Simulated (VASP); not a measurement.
Input of a VASP 6.6.1 run:

INCAR

```
SYSTEM = Cu
PREC     = Accurate       ! precision mode
ENCUT    = 520            ! plane-wave cutoff, eV
EDIFF    = 1E-6           ! SCF threshold, eV
ISMEAR   = -1             ! smearing method
SIGMA    = 0.1            ! smearing width, eV
LREAL    = .FALSE.        ! projectors in reciprocal space
LASPH    = .TRUE.         ! aspherical terms in the spheres
NELM     = 80             ! most SCF steps
ALGO     = Normal         ! electronic algorithm
ISIF     = 2              ! what is computed and relaxed
LWAVE    = .FALSE.        ! write WAVECAR
LCHARG   = .TRUE.         ! write CHGCAR
GGA      = PE             ! functional
LELF     = .TRUE.         ! ELF
LVHAR    = .TRUE.       
NBANDS   = 12             ! bands
```

File KPOINTS:

```
Automatic mesh
0
G
  22 22 22
  0 0 0
```

File POSCAR:

```
Cu
1.0
   -1.2138589524      1.2138589524      1.2138589524
    1.2138589524     -1.2138589524      1.2138589524
    1.2138589524      1.2138589524     -1.2138589524
Cu
1
Direct
    0.0000000000      0.0000000000      0.0000000000
```

Potentials or basis: VASP PAW PBE potentials, release 64 (Cu).

The run is started by

```bash
$ cat potpaw_PBE.64/Cu/POTCAR > POTCAR
$ mpirun -np 1 vasp_std > vasp.out
```

Predict the pressure.

261.5 GPa.
